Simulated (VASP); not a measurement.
# H (Cmcm) in VASP: a series of runs, part 2 of 2

VASP 6.6.1.

**5. Single point, LDA (strain +0.000 along x and y, +0.050 along z)**

Contents of INCAR:

```
SYSTEM = H
ALGO = Normal
EDIFF = 1E-7
ENCUT = 520
ISIF = 2
ISMEAR = 0
LASPH = .True.
LCHARG = .True.
LELF = .True.
LREAL = .False.
LVHAR = .True.
LWAVE = .False.
NBANDS = 10
NELM = 60
PREC = Accurate
SIGMA = 0.05
```

Contents of KPOINTS:

```
k-points
0
Gamma
  8 8 4
  0 0 0
```

Contents of POSCAR:

```
H
1.0
    1.6485318600     -2.7316882300      0.0000000000
    1.6485318600      2.7316882300      0.0000000000
    0.0000000000      0.0000000000      6.6294570510
H
4
Direct
    0.5678085000      0.4321915000      0.9995149500
    0.4321915000      0.5678085000      0.0004850500
    0.4321915000      0.5678085000      0.4995149500
    0.5678085000      0.4321915000      0.5004850500
```

Potentials or basis: VASP PAW LDA potentials, release 64 (H).

Command:

```bash
cat potpaw_LDA.64/H/POTCAR > POTCAR
mpirun -np 1 vasp_std > vasp.out
```

OUTCAR:

```text
SYSTEM = H
   EDIFF = 1E-7
   ENCUT = 520
   ISIF = 2
   ISMEAR = 0
   LASPH = .True.
   LREAL = .False.
   NELM = 60
   PREC = Accurate

 ion  position               nearest neighbor table
   1  0.568  0.432  1.000-   2 0.74
   2  0.432  0.568  0.000-   1 0.74
   3  0.432  0.568  0.500-   4 0.74
   4  0.568  0.432  0.500-   3 0.74

  LATTYP: Found a base centered orthorhombic cell.
 ALAT       =     3.2970637200
 B/A-ratio  =     1.6570430310
 C/A-ratio  =     2.0107154772

  Lattice vectors:

 A1 = (   1.6485318600,  -2.7316882300,   0.0000000000)
 A2 = (   1.6485318600,   2.7316882300,   0.0000000000)
 A3 = (   0.0000000000,   0.0000000000,   6.6294570510)

Analysis of symmetry for initial positions (statically):
=====================================================================
 Subroutine PRICEL returns:
 Original cell was already a primitive cell.

 Routine SETGRP: Setting up the symmetry group for a
 base centered orthorhombic supercell.

 Subroutine GETGRP returns: Found  8 space group operations
 (whereof  4 operations were pure point group operations)
 out of a pool of  8 trial point group operations.

The static configuration has the point symmetry C_2h.
 The point group associated with its full space group is D_2h.

Analysis of symmetry for dynamics (positions and initial velocities):
=====================================================================
 Subroutine PRICEL returns:
 Original cell was already a primitive cell.

 Routine SETGRP: Setting up the symmetry group for a
 base centered orthorhombic supercell.

 Subroutine GETGRP returns: Found  8 space group operations
 (whereof  4 operations were pure point group operations)
 out of a pool of  8 trial point group operations.

The dynamic configuration has the point symmetry C_2h.
 The point group associated with its full space group is D_2h.

 Subroutine INISYM returns: Found  8 space group operations
 (whereof  4 operations are pure point group operations),
 and found     1 'primitive' translations

----------------------------------------------------------------------------------------

                                     Primitive cell

  volume of cell :      59.7085

  direct lattice vectors                    reciprocal lattice vectors
     1.648531860 -2.731688230  0.000000000     0.303300174 -0.183036993  0.000000000
     1.648531860  2.731688230  0.000000000     0.303300174  0.183036993  0.000000000
     0.000000000  0.000000000  6.629457051     0.000000000  0.000000000  0.150841915

  length of vectors
     3.190576418  3.190576418  6.629457051     0.354250669  0.354250669  0.150841915

  position of ions in fractional coordinates (direct lattice)
     0.567808500  0.432191500  0.999514950
     0.432191500  0.567808500  0.000485050
     0.432191500  0.567808500  0.499514950
     0.567808500  0.432191500  0.500485050

  ion indices of the primitive-cell ions
   primitive index   ion index
                 1           1
                 2           2
                 3           3
                 4           4
[... 23 lines left out ...]
 ===========================================

 Found     63 irreducible k-points:

 Following reciprocal coordinates:
            Coordinates               Weight
  0.000000  0.000000  0.000000      1.000000
  0.125000  0.000000  0.000000      4.000000
  0.250000  0.000000  0.000000      4.000000
  0.375000  0.000000  0.000000      4.000000
  0.500000  0.000000  0.000000      2.000000
  0.125000  0.125000  0.000000      2.000000
[... 16 lines left out ...]
  0.125000  0.000000  0.250000      8.000000
  0.250000  0.000000  0.250000      8.000000
 [... further k-points ...]
   k-points           NKPTS =     63   k-points in BZ     NKDIM =     63   number of bands    NBANDS=     10
   number of dos      NEDOS =    301   number of ions     NIONS =      4
   total plane-waves  NPLWV =  28800
   dimension x,y,z NGX =    24 NGY =   24 NGZ =   50
   dimension x,y,z NGXF=    48 NGYF=   48 NGZF=  100
   ions per type =               4
   NGX,Y,Z   is equivalent  to a cutoff of  12.51, 12.51, 12.54 a.u.
   NGXF,Y,Z  is equivalent  to a cutoff of  25.01, 25.01, 25.08 a.u.
 SYSTEM =  H
   PREC   = accura    normal or accurate (medium, high low for compatibility)
   ISTART =      0    job   : 0-new  1-cont  2-samecut
   ICHARG =      2    charge: 1-file 2-atom 10-const
   ISPIN  =      1    spin polarized calculation?
   LNONCOLLINEAR =      F non collinear calculations
   LSORBIT =      F    spin-orbit coupling
   LASPH  =      T    aspherical Exc in radial PAW
   ENCUT  =  520.0 eV  38.22 Ry    6.18 a.u.   5.93  5.93 12.33*2*pi/ulx,y,z
   NELM   =     60;   NELMIN=  2; NELMDL= -5     # of ELM steps
   EDIFF  = 0.1E-06   stopping-criterion for ELM
   LREAL  =      F    real-space projection
   EDIFFG = 0.1E-05   stopping-criterion for IOM
   NSW    =      0    number of steps for IOM
   IBRION =     -1    ionic relax: 0-MD 1-quasi-New 2-CG
   NFREE  =      0    steps in history (QN), initial steepest desc. (CG)
   ISIF   =      2    stress and relaxation
   ISYM   =      2    0-nonsym 1-usesym 2-fastsym
   POTIM  = 0.5000    time-step for ionic-motion
   TEBEG  =    0.0;   TEEND  =   0.0 temperature during run
   PSTRESS=    0.0 pullay stress
   NELECT =       4.0000    total number of electrons
   NUPDOWN=      -1.0000    fix difference up-down
   EMIN   =  10.00;   EMAX   =-10.00  energy-range for DOS
   EFERMI =   0.00;   METHOD = LEGACY
   ISMEAR =     0;   SIGMA  =   0.05  broadening in eV -4-tet -1-fermi 0-gaus
   EFERMI_NEDOS =   21; number of points for ismear=-14 and -15
   IALGO  =     38    algorithm
   IMIX   =      4    mixing-type and parameters
     AMIX     =   0.40;   BMIX     =  1.00
     AMIX_MAG =   1.60;   BMIX_MAG =  1.00
  volume/ion in A,a.u.               =      14.93       100.73
  Fermi-wavevector in a.u.,A,eV,Ry     =   0.664889  1.256459  6.014834  0.442078
  Thomas-Fermi vector in A             =   1.738716
   LORBIT       =      0    0 simple, 1 ext, 2 COOP (PROOUT), +10 PAW based schemes
   GGA     = CA    functional components
   LHFCALC =     F    Hartree Fock is set to
   AEXX    =    0.0000 exact exchange contribution
   IVDW    =     0    specifies the selected vdW correction
   LEPSILON=     F    determine dielectric tensor
   LRPA    =     F    only Hartree local field effects (RPA)
 non-spin polarized calculation
 Gauss-broadening in eV      SIGMA  =   0.05
  energy-cutoff  :      520.00
  volume of cell :       59.71
 maximum number of plane-waves:      1623
   NGX = 11   NGY = 11   NGZ = 25

 number of electron       3.9999997 magnetization

 Free energy of the ion-electron system (eV)
  ---------------------------------------------------
  ext. energy  EPLUGINS =         0.00000000
  ---------------------------------------------------
  free energy    TOTEN  =       -13.48429081 eV

  energy without entropy =      -13.48429081  energy(sigma->0) =      -13.48429081

 E-fermi :  -8.3356     XC(G=0):  -5.1613

 val. band max:       -8.5785928600   @ k =   0.3750   0.3750   0.0000
 cond. band min:      -0.6009485706   @ k =   0.5000   0.5000   0.0000
 fundamental gap:      7.9776442895
 Fermi energy:        -8.3355769013

 k-point     1 :       0.0000    0.0000    0.0000
  band No.  band energies     occupation
      1     -10.4706      2.00000
      2      -9.8805      2.00000
      3       0.0718      0.00000
      4       3.0741      0.00000
      5       7.6218      0.00000
      6       8.1796      0.00000
      7       8.4380      0.00000
      8       8.8602      0.00000
      9      11.5252      0.00000
     10      12.5550      0.00000
[... 287 lines left out ...]
 k-point    24 :       0.2500    0.0000    0.2500
  band No.  band energies     occupation
      1      -9.8569      2.00000
      2      -9.4958      2.00000
      3       1.4530      0.00000
      4       1.9125      0.00000
      5       4.3377      0.00000
      6       5.9956      0.00000
      7       8.3343      0.00000
      8       8.7753      0.00000
      9       9.9463      0.00000
     10      10.7549      0.00000

 [... further k-points ...]
[... 5 lines left out ...]
  --------------------------------------------------------------------------------------
  -------------------------------------------------------------------------------------
  Total       -0.2092107      1.1606578     -0.1561229      0.0000000      0.0000000      0.0000000
  in kB       -5.6138130     31.1442823     -4.1892930      0.0000000      0.0000000      0.0000000
  external PRESSURE =       7.1137254 kB  Pullay stress =       0.0000000 kB

 VOLUME and BASIS-vectors are now :
 -----------------------------------------------------------------------------
  energy-cutoff  :      520.00
  volume of cell :       59.71
      direct lattice vectors                 reciprocal lattice vectors
     1.648531860 -2.731688230  0.000000000     0.303300174 -0.183036993  0.000000000
     1.648531860  2.731688230  0.000000000     0.303300174  0.183036993  0.000000000
     0.000000000  0.000000000  6.629457051     0.000000000  0.000000000  0.150841915

 POSITION                                       TOTAL-FORCE (eV/Angst)
 -----------------------------------------------------------------------------------
      1.64853     -0.37046      6.62624         0.000000     -0.978810     -0.008699
      1.64853      0.37046      0.00322         0.000000      0.978810      0.008699
      1.64853      0.37046      3.31151         0.000000      0.978810     -0.008699
      1.64853     -0.37046      3.31794         0.000000     -0.978810      0.008699
 -----------------------------------------------------------------------------------
    total drift:                                0.000000      0.000000     -0.000000

  FREE ENERGIE OF THE ION-ELECTRON SYSTEM (eV)
  ---------------------------------------------------
  free  energy   TOTEN  =       -13.4842908145 eV

  energy  without entropy=      -13.4842908145  energy(sigma->0) =      -13.48429081
```

Wall time 27 s (1 thread of Intel Xeon Platinum 8375C at 2.90GHz (Ice Lake), shared host); peak memory 0.15 GiB.

What came out:

* Free energy: -13.4843 eV
* Pressure: 0.7 GPa
* Largest force: 0.979 eV/Å
* Band gap on the k mesh: 7.98 eV

Forces in eV/Å, atoms in the order of the input:
```
H    0.000 -0.979 -0.009
H    0.000  0.979  0.009
H    0.000  0.979 -0.009
H    0.000 -0.979  0.009
```

Caveat: the cell differs from its parent crystal (strain +0.000 along x and y, +0.050 along z). A k mesh can miss the band edges.

**6. Single point, LDA (strain +0.050 along x and y, -0.050 along z)**

Contents of INCAR:

```
SYSTEM = H
ALGO     = Normal         ! electronic algorithm
EDIFF    = 1E-7           ! SCF threshold, eV
ENCUT    = 520            ! plane-wave cutoff, eV
GGA      = CA             ! functional
ISIF     = 2              ! what is computed and relaxed
ISMEAR   = 0              ! smearing method
LASPH    = .True.         ! aspherical terms in the spheres
LCHARG   = .False.        ! write CHGCAR
LREAL    = .False.        ! projectors in reciprocal space
LWAVE    = .False.        ! write WAVECAR
NBANDS   = 10             ! bands
NELM     = 80             ! most SCF steps
PREC     = Accurate       ! precision mode
SIGMA    = 0.05           ! smearing width, eV
```

KPOINTS is that of step 5.

Contents of POSCAR:

```
H
1.0
    1.7309584530     -2.8682726415      0.0000000000
    1.7309584530      2.8682726415      0.0000000000
    0.0000000000      0.0000000000      5.9980801890
H
4
Direct
    0.5678085000      0.4321915000      0.9995149500
    0.4321915000      0.5678085000      0.0004850500
    0.4321915000      0.5678085000      0.4995149500
    0.5678085000      0.4321915000      0.5004850500
```

Potentials or basis: VASP PAW LDA potentials, release 64 (H).

Command:

```bash
cat potpaw_LDA.64/H/POTCAR > POTCAR
mpirun -np 1 vasp_std > vasp.out
```

Run time: 28 s. Hardware: 1 thread of Intel Xeon Platinum 8375C at 2.90GHz (Ice Lake), shared host; peak memory 0.16 GiB.

It converged, with:

```yaml
Free_energy: -13.4982 eV
Pressure: -0.9 GPa
Largest_force: 0.278 eV/Å
Band_gap_on_the_k_mesh: 7.30 eV
```

Forces in eV/Å, atoms in the order of the input:
```
H    0.000  0.278  0.002
H    0.000 -0.278 -0.002
H    0.000 -0.278  0.002
H    0.000  0.278 -0.002
```

Stress tensor (GPa, compression positive):
```
-0.58  0.00  0.00
 0.00 -1.97  0.00
 0.00  0.00 -0.29
```

Levels at points of the mesh, in eV from the valence-band top:
```
           k point  band 1  band 2  band 3  band 4  band 5  band 6
(0.00, 0.00, 0.00)   -1.99   -1.00    8.78   11.59   14.96   15.91
(0.50, 0.00, 0.00)   -0.97   -0.22    8.18   10.90   12.16   14.03
(0.50, 0.50, 0.00)   -0.71    0.00    7.30    9.65   12.66   13.97
(0.00, 0.00, 0.50)   -1.54   -1.54   10.37   10.37   15.48   15.48
(0.50, 0.00, 0.50)   -0.62   -0.62    9.11    9.11   13.78   13.78
(0.50, 0.50, 0.50)   -0.38   -0.38    8.16    8.16   13.92   13.92
```

Caveat: the cell differs from its parent crystal (strain +0.050 along x and y, -0.050 along z). A k mesh can miss the band edges.

**7. Overview**

| cell | gap on the mesh (eV) | pressure (GPa) | largest force (eV/Å) |
| --- | --- | --- | --- |
| a = 3.270, b = 3.270, c = 5.998 Å, angles 90.0, 90.0, 117.8°, 4 atoms | 7.44 | -0.1 | 0.31 |
| a = 3.191, b = 3.191, c = 6.472 Å, angles 90.0, 90.0, 117.8°, 4 atoms | 7.89 | 0.7 | 0.98 |
| a = 3.270, b = 3.270, c = 6.156 Å, angles 90.0, 90.0, 117.8°, 4 atoms | 7.55 | -0.2 | 0.32 |
| a = 3.191, b = 3.191, c = 6.629 Å, angles 90.0, 90.0, 117.8°, 4 atoms | 7.98 | 0.7 | 0.98 |
| a = 3.350, b = 3.350, c = 5.998 Å, angles 90.0, 90.0, 117.8°, 4 atoms | 7.30 | -0.9 | 0.28 |

Alike in all rows: task single point; level LDA; potentials or basis VASP PAW LDA potentials, release 64 (H); no spin polarisation; k mesh 8 × 8 × 4; cutoff (eV) 520; smearing gaussian 0.05 eV.

Total energies depend on the potentials used, so only differences within one code and one set of settings carry meaning.
